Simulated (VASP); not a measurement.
Input of a VASP 6.6.1 run:

INCAR

```
SYSTEM = Zn3O
ALGO     = Normal         ! electronic algorithm
EDIFF    = 1E-7           ! SCF threshold, eV
EDIFFG   = -0.001         ! ionic threshold
ENCUT    = 600            ! plane-wave cutoff, eV
GGA      = PE             ! functional
IBRION   = 2              ! ionic algorithm
ISIF     = 3              ! what is computed and relaxed
ISMEAR   = 0              ! smearing method
LASPH    = .TRUE.         ! aspherical terms in the spheres
LCHARG   = .FALSE.        ! write CHGCAR
LREAL    = .FALSE.        ! projectors in reciprocal space
LWAVE    = .FALSE.        ! write WAVECAR
NELM     = 60             ! most SCF steps
NSW      = 80             ! ionic steps
PREC     = Accurate       ! precision mode
SIGMA    = 0.1            ! smearing width, eV
```

Contents of KPOINTS:

```
k-points
0
G
  12 12 6
  0 0 0
```

The input POSCAR:

```
Zn3O
1.0
    3.0981600650      0.0000000000      0.0000000000
   -1.5490800325      2.6830853213      0.0000000000
    0.0000000000      0.0000000000      6.8860395466
Zn O
3 1
Direct
    0.0000000000      0.0000000000      0.0631996118
    0.3333333333      0.6666666667      0.6495497165
    0.6666666667      0.3333333333      0.3686855141
    0.3333333333      0.6666666667      0.9285651575
```

Potentials or basis: VASP PAW PBE potentials, release 64 (Zn, O).

Launch:

```console
$ cat potpaw_PBE.64/Zn/POTCAR potpaw_PBE.64/O/POTCAR > POTCAR
$ mpirun -np 1 vasp_std > vasp.out
```

Q: What does it give for the relaxed volume?

A: 14.38 Å³/atom.

Q: Estimate the relaxed cell.

A: a = 3.104 Å, b = 3.104 Å, c = 6.893 Å, α = 90.00°, β = 90.00°, γ = 120.00°.

Q: Predict the band gap on the k mesh.

A: Zero (band 21 reaches 2.43 eV, above the bottom of band 22 at 1.88 eV).

Final structure:
```
Zn O
1.0
     3.10382    0.00000    0.00000
    -1.55191    2.68799    0.00000
     0.00000    0.00000    6.89303
Zn O
3 1
Direct
  0.00000 0.00000 0.06360
  0.33333 0.66667 0.64913
  0.66667 0.33333 0.36848
  0.33333 0.66667 0.92879
```
